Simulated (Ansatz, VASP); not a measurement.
Sr: VASP beside Ansatz

```
Sr
1.0
     3.96735    0.00000    0.00000
     0.00000    3.96735    0.00000
     0.00000    0.00000    3.96735
Sr
1
Direct
  0.00000 0.00000 0.00000
```

Alike in both runs: functional RPBE; k mesh 8 × 8 × 8; occupations fermi-dirac, width 0.1 eV; no spin polarisation.

Ansatz relaxed the structure, and its values are those at the end. VASP's run is a single point on that final structure, the one shown.

|  | VASP | Ansatz |
| --- | --- | --- |
| version | VASP 6.6.1 | Ansatz 0.2.0 |
| potentials or method | VASP PAW PBE potentials, release 64 (Sr_sv), cutoff 520 eV | plane waves (420 eV) with PAW, scalar-relativistic |
| valence electrons in the cell | 10 | 10 |

```csv
,VASP,Ansatz,Ansatz less VASP
pressure (GPa),0.0,0.0,0.00
```

VASP's potentials were made for PBE, not for RPBE. The functional is the same, so the differences come from potentials, cutoffs and numerics.
